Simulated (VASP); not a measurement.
# Ag2Ir (Pn-3m) in VASP: further runs

The runs below take Ag2Ir through single point, relaxation of the atoms, with PBEsol.

Everything below comes from runs of VASP 6.6.1. Logs are shortened: lines on timing, memory, paths and dates and some standing lists are left out, and cuts for length are marked.

### 1 The cell of the first run

Symmetry: Pn-3m, No. 224, cubic system. The conventional cell has a = 4.903 Å, b = 4.903 Å, c = 4.903 Å, α = 90.00°, β = 90.00°, γ = 90.00°. Within 2.8 Å of Ir (site symmetry -43m) lie 4 Ag at 2.12 Å. Ag (site symmetry -3m) has 2 Ir at 2.12 Å within 2.8 Å.

### 2 Single point, PBEsol

File INCAR:

```
SYSTEM = Ag2Ir
PREC     = Accurate       ! precision mode
ENCUT    = 520            ! plane-wave cutoff, eV
EDIFF    = 1E-6           ! SCF threshold, eV
ISMEAR   = -1             ! smearing method
SIGMA    = 0.1            ! smearing width, eV
LREAL    = .False.        ! projectors in reciprocal space
LASPH    = .True.         ! aspherical terms in the spheres
NELM     = 60             ! most SCF steps
ALGO     = Normal         ! electronic algorithm
ISIF     = 2              ! what is computed and relaxed
LWAVE    = .False.        ! write WAVECAR
LCHARG   = .False.        ! write CHGCAR
GGA      = PS             ! functional
NBANDS   = 40             ! bands
```

File KPOINTS:

```
Automatic mesh
0
Gamma
  7 7 7
  0 0 0
```

File POSCAR:

```
Ag2Ir
1.0
    4.9031234000      0.0000000000      0.0000000000
    0.0000000000      4.9031234000      0.0000000000
    0.0000000000      0.0000000000      4.9031234000
Ir Ag
2 4
Direct
    0.0000000000      0.0000000000      0.0000000000
    0.5000000000      0.5000000000      0.5000000000
    0.2500000000      0.2500000000      0.2500000000
    0.7500000000      0.7500000000      0.2500000000
    0.2500000000      0.7500000000      0.7500000000
    0.7500000000      0.2500000000      0.7500000000
```

Potentials or basis: VASP PAW PBE potentials, release 64 (Ir, Ag).

The run is started by

```
$ cat potpaw_PBE.64/Ir/POTCAR potpaw_PBE.64/Ag/POTCAR > POTCAR
$ mpirun -np 1 vasp_std > vasp.out
```

OUTCAR:

```text
SYSTEM = Ag2Ir
   PREC = Accurate
   ENCUT = 520
   EDIFF = 1E-6
   ISMEAR = -1
   LREAL = .False.
   LASPH = .True.
   NELM = 60
   ISIF = 2
   GGA = PS

 ion  position               nearest neighbor table
   1  0.000  0.000  0.000-   3 2.12   4 2.12   5 2.12   6 2.12
   2  0.500  0.500  0.500-   3 2.12   4 2.12   5 2.12   6 2.12
   3  0.250  0.250  0.250-   1 2.12   2 2.12   4 3.47   5 3.47   6 3.47   5 3.47   6 3.47   4 3.47
                             5 3.47   5 3.47   4 3.47   6 3.47   6 3.47   4 3.47
   4  0.750  0.750  0.250-   1 2.12   2 2.12   3 3.47   5 3.47   6 3.47   5 3.47   6 3.47   3 3.47
                             6 3.47   6 3.47   3 3.47   5 3.47   5 3.47   3 3.47
   5  0.250  0.750  0.750-   1 2.12   2 2.12   3 3.47   4 3.47   6 3.47   3 3.47   4 3.47   3 3.47
                             6 3.47   3 3.47   4 3.47   6 3.47   4 3.47   6 3.47
   6  0.750  0.250  0.750-   1 2.12   2 2.12   3 3.47   4 3.47   5 3.47   3 3.47   4 3.47   4 3.47
                             5 3.47   4 3.47   3 3.47   5 3.47   3 3.47   5 3.47

  LATTYP: Found a simple cubic cell.
 ALAT       =     4.9031234000

  Lattice vectors:

 A1 = (   4.9031234000,   0.0000000000,   0.0000000000)
 A2 = (   0.0000000000,   4.9031234000,   0.0000000000)
 A3 = (   0.0000000000,   0.0000000000,   4.9031234000)

Analysis of symmetry for initial positions (statically):
=====================================================================
 Subroutine PRICEL returns:
 Original cell was already a primitive cell.

 Routine SETGRP: Setting up the symmetry group for a
 simple cubic supercell.

 Subroutine GETGRP returns: Found 48 space group operations
 (whereof 24 operations were pure point group operations)
 out of a pool of 48 trial point group operations.

The static configuration has the point symmetry T_d .
 The point group associated with its full space group is O_h .

Analysis of symmetry for dynamics (positions and initial velocities):
=====================================================================
 Subroutine PRICEL returns:
 Original cell was already a primitive cell.

 Routine SETGRP: Setting up the symmetry group for a
 simple cubic supercell.

 Subroutine GETGRP returns: Found 48 space group operations
 (whereof 24 operations were pure point group operations)
 out of a pool of 48 trial point group operations.

The dynamic configuration has the point symmetry T_d .
 The point group associated with its full space group is O_h .

 Subroutine INISYM returns: Found 48 space group operations
 (whereof 24 operations are pure point group operations),
 and found     1 'primitive' translations

----------------------------------------------------------------------------------------

                                     Primitive cell

  volume of cell :     117.8741

  direct lattice vectors                    reciprocal lattice vectors
     4.903123400  0.000000000  0.000000000     0.203951628  0.000000000  0.000000000
     0.000000000  4.903123400  0.000000000     0.000000000  0.203951628  0.000000000
     0.000000000  0.000000000  4.903123400     0.000000000  0.000000000  0.203951628

  length of vectors
     4.903123400  4.903123400  4.903123400     0.203951628  0.203951628  0.203951628

  position of ions in fractional coordinates (direct lattice)
     0.000000000  0.000000000  0.000000000
     0.500000000  0.500000000  0.500000000
     0.250000000  0.250000000  0.250000000
     0.750000000  0.750000000  0.250000000
     0.250000000  0.750000000  0.750000000
     0.750000000  0.250000000  0.750000000

  ion indices of the primitive-cell ions
   primitive index   ion index
                 1           1
                 2           2
                 3           3
                 4           4
                 5           5
                 6           6

----------------------------------------------------------------------------------------

 KPOINTS: Automatic mesh

Automatic generation of k-mesh.
 Grid dimensions read from file:
 generate k-points for:    7    7    7

 Generating k-lattice:

  Cartesian coordinates                     Fractional coordinates (reciprocal lattice)
     0.029135947  0.000000000  0.000000000     0.142857143  0.000000000  0.000000000
     0.000000000  0.029135947  0.000000000     0.000000000  0.142857143  0.000000000
     0.000000000  0.000000000  0.029135947     0.000000000  0.000000000  0.142857143

  Length of vectors
     0.029135947  0.029135947  0.029135947

  Shift w.r.t. Gamma in fractional coordinates (k-lattice)
     0.000000000  0.000000000  0.000000000

 Subroutine IBZKPT returns following result:
 ===========================================

 Found     20 irreducible k-points:

 Following reciprocal coordinates:
            Coordinates               Weight
  0.000000  0.000000  0.000000      1.000000
  0.142857  0.000000  0.000000      6.000000
  0.285714  0.000000  0.000000      6.000000
  0.428571  0.000000  0.000000      6.000000
  0.142857  0.142857  0.000000     12.000000
  0.285714  0.142857  0.000000     24.000000
[... 12 lines left out ...]
  0.428571  0.428571  0.285714     24.000000
  0.428571  0.428571  0.428571      8.000000
   k-points           NKPTS =     20   k-points in BZ     NKDIM =     20   number of bands    NBANDS=     40
   number of dos      NEDOS =    301   number of ions     NIONS =      6
   total plane-waves  NPLWV =  46656
   dimension x,y,z NGX =    36 NGY =   36 NGZ =   36
   dimension x,y,z NGXF=    72 NGYF=   72 NGZF=   72
   ions per type =               2   4
   NGX,Y,Z   is equivalent  to a cutoff of  12.21, 12.21, 12.21 a.u.
   NGXF,Y,Z  is equivalent  to a cutoff of  24.41, 24.41, 24.41 a.u.
 SYSTEM =  Ag2Ir
   PREC   = accura    normal or accurate (medium, high low for compatibility)
   ISTART =      0    job   : 0-new  1-cont  2-samecut
   ICHARG =      2    charge: 1-file 2-atom 10-const
   ISPIN  =      1    spin polarized calculation?
   LNONCOLLINEAR =      F non collinear calculations
   LSORBIT =      F    spin-orbit coupling
   LASPH  =      T    aspherical Exc in radial PAW
   ENCUT  =  520.0 eV  38.22 Ry    6.18 a.u.   9.12  9.12  9.12*2*pi/ulx,y,z
   NELM   =     60;   NELMIN=  2; NELMDL= -5     # of ELM steps
   EDIFF  = 0.1E-05   stopping-criterion for ELM
   LREAL  =      F    real-space projection
   EDIFFG = 0.1E-04   stopping-criterion for IOM
   NSW    =      0    number of steps for IOM
   IBRION =     -1    ionic relax: 0-MD 1-quasi-New 2-CG
   NFREE  =      0    steps in history (QN), initial steepest desc. (CG)
   ISIF   =      2    stress and relaxation
   ISYM   =      2    0-nonsym 1-usesym 2-fastsym
   POTIM  = 0.5000    time-step for ionic-motion
   TEBEG  =    0.0;   TEEND  =   0.0 temperature during run
   PSTRESS=    0.0 pullay stress
   NELECT =      62.0000    total number of electrons
   NUPDOWN=      -1.0000    fix difference up-down
   EMIN   =  10.00;   EMAX   =-10.00  energy-range for DOS
   EFERMI =   0.00;   METHOD = LEGACY
   ISMEAR =    -1;   SIGMA  =   0.10  broadening in eV -4-tet -1-fermi 0-gaus
   EFERMI_NEDOS =   21; number of points for ismear=-14 and -15
   IALGO  =     38    algorithm
   IMIX   =      4    mixing-type and parameters
     AMIX     =   0.40;   BMIX     =  1.00
     AMIX_MAG =   1.60;   BMIX_MAG =  1.00
  volume/ion in A,a.u.               =      19.65       132.58
  Fermi-wavevector in a.u.,A,eV,Ry     =   1.321496  2.497266 23.760563  1.746352
  Thomas-Fermi vector in A             =   2.451246
   LORBIT       =      0    0 simple, 1 ext, 2 COOP (PROOUT), +10 PAW based schemes
   GGA     = PS    functional components
   LHFCALC =     F    Hartree Fock is set to
   AEXX    =    0.0000 exact exchange contribution
   IVDW    =     0    specifies the selected vdW correction
   LEPSILON=     F    determine dielectric tensor
   LRPA    =     F    only Hartree local field effects (RPA)
 non-spin polarized calculation
  energy-cutoff  :      520.00
  volume of cell :      117.87
 maximum number of plane-waves:      3191
   NGX = 19   NGY = 19   NGZ = 19

 number of electron      61.9999999 magnetization

 Free energy of the ion-electron system (eV)
  ---------------------------------------------------
  ext. energy  EPLUGINS =         0.00000000
  ---------------------------------------------------
  free energy    TOTEN  =       -11.98815242 eV

  energy without entropy =      -11.80115308  energy(sigma->0) =      -11.89465275

 E-fermi :   6.0867     XC(G=0): -11.3994

 val. band max:        6.0633794484   @ k =   0.2857   0.2857   0.1429
 cond. band min:       6.0914361219   @ k =   0.4286   0.2857   0.2857
 fundamental gap:      0.0280566735
 Fermi energy:         6.0867391185

 k-point     1 :       0.0000    0.0000    0.0000
  band No.  band energies     occupation
      1      -1.9743      2.00000
      2      -1.9694      2.00000
      3      -1.9694      2.00000
      4      -1.9694      2.00000
      5      -1.4358      2.00000
      6      -1.4358      2.00000
[... 32 lines left out ...]
     39      12.1917      0.00000
     40      12.1917      0.00000

 k-point     2 :       0.1429    0.0000    0.0000
  band No.  band energies     occupation
      1      -1.9299      2.00000
      2      -1.9095      2.00000
      3      -1.9095      2.00000
      4      -1.9011      2.00000
      5      -1.3821      2.00000
      6      -1.3702      2.00000
[... 32 lines left out ...]
     39      11.9575      0.00000
     40      11.9575      0.00000

 k-point     3 :       0.2857    0.0000    0.0000
  band No.  band energies     occupation
      1      -1.8265      2.00000
      2      -1.7507      2.00000
      3      -1.7507      2.00000
      4      -1.7421      2.00000
      5      -1.2216      2.00000
      6      -1.1744      2.00000
[... 681 lines left out ...]
  band No.  band energies     occupation
      1      -1.7812      2.00000
      2      -1.7493      2.00000
      3      -1.7364      2.00000
      4      -1.6356      2.00000
      5      -1.2580      2.00000
      6      -1.1885      2.00000
[... 32 lines left out ...]
     39      15.4104      0.00000
     40      16.0681      0.00000

 k-point    20 :       0.4286    0.4286    0.4286
  band No.  band energies     occupation
      1      -1.7835      2.00000
      2      -1.7802      2.00000
      3      -1.7802      2.00000
      4      -1.6057      2.00000
      5      -1.3389      2.00000
      6      -1.3389      2.00000
[... 32 lines left out ...]
     39      17.0514      0.00000
     40      17.0525      0.00000

------------------------ aborting loop because EDIFF is reached ----------------------------------------

  FORCE on cell =-STRESS in cart. coord.  units (eV):
  Direction    XX          YY          ZZ          XY          YZ          ZX
  --------------------------------------------------------------------------------------
  -------------------------------------------------------------------------------------
  Total       46.7399491     46.7399491     46.7399491     -0.0000000      0.0000000      0.0000000
  in kB      635.3021813    635.3021813    635.3021813     -0.0000000      0.0000000      0.0000000
  external PRESSURE =     635.3021813 kB  Pullay stress =       0.0000000 kB

 VOLUME and BASIS-vectors are now :
 -----------------------------------------------------------------------------
  energy-cutoff  :      520.00
  volume of cell :      117.87
      direct lattice vectors                 reciprocal lattice vectors
     4.903123400  0.000000000  0.000000000     0.203951628  0.000000000  0.000000000
     0.000000000  4.903123400  0.000000000     0.000000000  0.203951628  0.000000000
     0.000000000  0.000000000  4.903123400     0.000000000  0.000000000  0.203951628

 POSITION                                       TOTAL-FORCE (eV/Angst)
 -----------------------------------------------------------------------------------
      0.00000      0.00000      0.00000        -0.000000      0.000000      0.000000
      2.45156      2.45156      2.45156        -0.000000      0.000000     -0.000000
      1.22578      1.22578      1.22578         0.000000     -0.000000     -0.000000
      3.67734      3.67734      1.22578        -0.000000     -0.000000     -0.000000
      1.22578      3.67734      3.67734         0.000000      0.000000      0.000000
      3.67734      1.22578      3.67734         0.000000      0.000000     -0.000000
 -----------------------------------------------------------------------------------
    total drift:                                0.000000      0.000000      0.000000

  FREE ENERGIE OF THE ION-ELECTRON SYSTEM (eV)
  ---------------------------------------------------
  free  energy   TOTEN  =       -11.9881524192 eV

  energy  without entropy=      -11.8011530821  energy(sigma->0) =      -11.89465275
```

It took 34 s on 1 thread of Intel Xeon 6975P-C (Granite Rapids), shared host; peak memory 0.24 GiB.

Results:

* Free energy: -11.9882 eV
* Pressure: 63.5 GPa
* Band gap on the k mesh: zero (bands 31 and 32 overlap by 1.34 eV)

Caveat: the cell stands under pressure; the PAW data sets were made with another functional, which shifts forces and pressure a little; spin-orbit coupling is left out, which moves the levels of the heavy elements.

### 3 Relaxation of the atoms, PBEsol

File INCAR:

```
SYSTEM = Ag2Ir
ALGO = Normal
EDIFF = 1E-6
EDIFFG = -0.01
ENCUT = 520
GGA = PS
IBRION = 2
ISIF = 2
ISMEAR = -1
LASPH = .True.
LCHARG = .False.
LREAL = .False.
LWAVE = .False.
NELM = 60
NSW = 80
PREC = Accurate
SIGMA = 0.1
```

File KPOINTS:

```
k-points
0
Gamma
  7 7 7
  0 0 0
```

POSCAR is that of step 2.

Potentials or basis: VASP PAW PBE potentials, release 64 (Ir, Ag).

The run is started by

```
$ cat potpaw_PBE.64/Ir/POTCAR potpaw_PBE.64/Ag/POTCAR > POTCAR
$ mpirun -np 1 vasp_std > vasp.out
```

It took 94 s on 1 thread of Oxide Virtual Turin-like, shared host; peak memory 0.21 GiB.

Results (log left out):

* Free energy: -11.9882 eV
* Pressure after relaxing: 63.5 GPa
* Band gap on the k mesh: zero (bands 31 and 32 overlap by 1.34 eV)

Final structure:
```
CELL_PARAMETERS angstrom
4.90312 0.00000 0.00000
0.00000 4.90312 0.00000
0.00000 0.00000 4.90312
ATOMIC_POSITIONS crystal
Ir 0.00000 0.00000 0.00000
Ir 0.50000 0.50000 0.50000
Ag 0.25000 0.25000 0.25000
Ag 0.75000 0.75000 0.25000
Ag 0.25000 0.75000 0.75000
Ag 0.75000 0.25000 0.75000
```

Levels at points of the mesh, in eV from the Fermi level:
| k point | band 26 | band 27 | band 28 | band 29 | band 30 | band 31 | band 32 | band 33 | band 34 | band 35 |
| --- | --- | --- | --- | --- | --- | --- | --- | --- | --- | --- |
| (0.00, 0.00, 0.00) | -2.46 | -1.46 | 0.11 | 0.11 | 0.11 | 0.99 | 0.99 | 2.89 | 2.89 | 2.89 |

Caveat: the relaxation stopped at its first step, so nothing moved; the PAW data sets were made with another functional, which shifts forces and pressure a little; spin-orbit coupling is left out, which moves the levels of the heavy elements.
